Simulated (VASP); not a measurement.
A run of VASP 6.6.1:

File INCAR:

```
SYSTEM = CdSe
PREC = Accurate
ENCUT = 520
EDIFF = 1E-6
ISMEAR = 0
SIGMA = 0.05
LREAL = .FALSE.
LASPH = .TRUE.
NELM = 100
ALGO = Normal
ISIF = 2
LWAVE = .FALSE.
LCHARG = .FALSE.
GGA = PE
NBANDS = 26
```

KPOINTS

```
regular mesh
0
G
  6 6 4
  0 0 0
```

POSCAR

```
CdSe
1.0
    4.2984999142      0.0000000000      0.0000000000
   -2.1492499571      3.7226101239      0.0000000000
    0.0000000000      0.0000000000      7.0152000000
Cd Se
2 2
Direct
    0.6666666667      0.3333333333     -0.0427642833
    0.3333333333      0.6666666667      0.5000000000
    0.6666666667      0.3333333333      0.3750000000
    0.3333333333      0.6666666667      0.8750000000
```

Potentials or basis: VASP PAW PBE potentials, release 64 (Cd, Se).

Command:

```console
$ cat potpaw_PBE.64/Cd/POTCAR potpaw_PBE.64/Se/POTCAR > POTCAR
$ mpirun -np 1 vasp_std > vasp.out
```

Hardware: 1 thread of Intel(R) Xeon(R) Platinum 8259CL CPU @ 2.50GHz (Skylake/Cascade Lake) (shared host).

Problem. How long does it take, and how much memory?

Solution. It took 48 s on 1 thread of Intel(R) Xeon(R) Platinum 8259CL CPU @ 2.50GHz (Skylake/Cascade Lake) (shared host), peak memory 0.25 GiB. Counts: scf iterations 14, k points 24.
